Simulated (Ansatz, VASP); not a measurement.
# BaTe: VASP beside Ansatz

```
CELL_PARAMETERS angstrom
4.84902 0.00000 0.00000
-2.42451 4.19938 0.00000
0.00000 0.00000 8.60694
ATOMIC_POSITIONS crystal
Ba 0.66667 0.33333 0.75000
Ba 0.33333 0.66667 0.25000
Te 0.00000 0.00000 0.00000
Te 0.00000 0.00000 0.50000
```

Alike in both runs: functional PBE; k mesh 6 × 6 × 4; occupations gaussian, width 0.02 eV; no spin polarisation.

Ansatz relaxed the structure, and its values are those at the end. VASP's run is a single point on that final structure, the one shown.

```csv
,VASP,Ansatz
version,VASP 6.6.1,Ansatz 0.2.0
potentials or method,"VASP PAW PBE potentials, release 64 (Ba_sv, Te), cutoff 520 eV","scalar-relativistic, plane waves, PAW"
valence electrons in the cell,32,52
```

|  | VASP | Ansatz | Ansatz less VASP |
| --- | --- | --- | --- |
| gap on the k mesh at the Fermi level (eV) | 1.31 | 1.37 | +0.060 |
| least direct gap on the mesh (eV) | 1.63 | 1.68 | +0.047 |
| pressure (GPa) | 0.3 | 0.0 | -0.32 |

VASP's potentials hold 32 valence electrons a cell and Ansatz's 52, so a difference there can come from the potentials and not from the codes.

Spin-orbit coupling is off throughout.
